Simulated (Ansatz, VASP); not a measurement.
## Two plane-wave programs on TaN

File POSCAR:

```
TaN
1.0
    0.0000000000      2.1790013100      2.1790013100
    2.1790013100      0.0000000000      2.1790013100
    2.1790013100      2.1790013100      0.0000000000
Ta N
1 1
Direct
    0.5000000000      0.5000000000      0.5000000000
    0.0000000000      0.0000000000      0.0000000000
```

File INCAR.step1:

```
SYSTEM = TaN
ALGO     = Normal         ! electronic algorithm
EDIFF    = 1E-5           ! SCF threshold, eV
ENCUT    = 770            ! plane-wave cutoff, eV
GGA      = PE             ! functional
GGA_COMPAT= .FALSE.      
ISMEAR   = -1             ! smearing method
LASPH    = .TRUE.         ! aspherical terms in the spheres
LCHARG   = .FALSE.        ! write CHGCAR
LREAL    = .FALSE.        ! projectors in reciprocal space
LWAVE    = .TRUE.         ! write WAVECAR
NBANDS   = 16             ! bands
NELM     = 120            ! most SCF steps
PREC     = Accurate       ! precision mode
SIGMA    = 0.05           ! smearing width, eV
```

The input INCAR.step2:

```
SYSTEM = TaN
ALGO     = Normal         ! electronic algorithm
EDIFF    = 1E-6           ! SCF threshold, eV
ENCUT    = 770            ! plane-wave cutoff, eV
GGA_COMPAT= .FALSE.      
ISIF     = 2              ! what is computed and relaxed
ISMEAR   = -1             ! smearing method
ISTART   = 1            
LASPH    = .TRUE.         ! aspherical terms in the spheres
LCHARG   = .FALSE.        ! write CHGCAR
LMIXTAU  = .TRUE.       
LREAL    = .FALSE.        ! projectors in reciprocal space
LWAVE    = .FALSE.        ! write WAVECAR
METAGGA  = R2SCAN         ! meta-GGA
NBANDS   = 16             ! bands
NELM     = 120            ! most SCF steps
PREC     = Accurate       ! precision mode
SIGMA    = 0.05           ! smearing width, eV
```

Contents of KPOINTS:

```
k-points
0
G
  10 10 10
  0 0 0
```

File input.yaml:

```yaml
crystal:
  lattice:
    - [0.0, 2.17900131, 2.17900131]
    - [2.17900131, 0.0, 2.17900131]
    - [2.17900131, 2.17900131, 0.0]
  atoms:
    - { symbol: Ta, position: [0.5, 0.5, 0.5] }
    - { symbol: "N", position: [0.0, 0.0, 0.0] }
hamiltonian:
  xc: r2scan
  pseudopotentials: { kind: paw }
kpoints:
  mp_grid: { grid: [10, 10, 10] }
  band_path:
    path:
      - [[0.0, 0.0, 0.0], [0.5, 0.0, 0.5], [0.5, 0.25, 0.75], [0.375, 0.375, 0.75], [0.0, 0.0, 0.0], [0.5, 0.5, 0.5], [0.625, 0.25, 0.625], [0.5, 0.25, 0.75], [0.5, 0.5, 0.5], [0.375, 0.375, 0.75]]
      - [[0.625, 0.25, 0.625], [0.5, 0.0, 0.5]]
    npoints: 14
scf:
  occupations: { method: fermi_dirac, width: 0.05 }
  n_extra_bands: 6
output:
  forces: true
  stress: true
  eigenvalues: true
  fatbands: true
```

Alike in both runs: functional r2SCAN; k mesh 10 × 10 × 10; occupations fermi-dirac, width 0.05 eV; no spin polarisation.

|  | VASP | Ansatz |
| --- | --- | --- |
| version | VASP 6.6.1 | Ansatz 0.2.0 |
| potentials or method | VASP PAW PBE potentials, release 64 (Ta_sv_GW, N) | Ansatz PAW |
| plane-wave cutoff (eV) | 770 | 500 |
| valence electrons in the cell | 18 | 18 |
| task | single point | band structure |

```tsv
	VASP	Ansatz	Ansatz less VASP
gap on the k mesh at the Fermi level (eV)	none	none	-
pressure (GPa)	9.7	9.7	-0.06
```

VASP's potentials were made for PBE, not for r2SCAN. A gap of «none» marks a metal or a gap that the smearing closes.

Neither program's run includes spin-orbit coupling.
